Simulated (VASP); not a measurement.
Here is a VASP 6.6.1 calculation.

File INCAR:

```
PREC = Accurate
ENCUT = 520
EDIFF = 1E-6
ISMEAR = 0
SIGMA = 0.1
LREAL = False
LASPH = True
NELM = 60
ALGO = Normal
ISIF = 2
LWAVE = False
LCHARG = True
GGA = PE
LELF = True
LVHAR = True
NBANDS = 40
```

File KPOINTS:

```
regular mesh
0
Gamma
  6 6 6
```

POSCAR

```
In3GaN2
1.0
    5.9781498332      0.0000000000      0.0000000000
    0.0000000000      5.9781498332      0.0000000000
    0.0000000000      0.0000000000      7.5869534542
In Ga N
3 1 2
Direct
    0.0000000000      0.5000000000      0.5000000000
    0.5000000000      0.0000000000      0.5000000000
    0.5000000000      0.5000000000      0.5000000000
    0.5000000000      0.5000000000      0.0000000000
    0.5000000000      0.5000000000      0.7699845523
    0.5000000000      0.5000000000      0.2300154477
```

Potentials or basis: VASP PAW PBE potentials, release 64 (In_d, Ga_d, N).

Command:

```console
$ cat potpaw_PBE.64/In_d/POTCAR potpaw_PBE.64/Ga_d/POTCAR potpaw_PBE.64/N/POTCAR > POTCAR
$ mpirun -np 1 vasp_std > vasp.out
```

(1) What does it give for the band gap on the k mesh?

(2) Estimate the largest force.

Results:

(1) zero (bands 31 and 32 overlap by 1.36 eV).

(2) 0.062 eV/Å.

Caveat: spin-orbit coupling is left out, which moves the levels of the heavy elements.
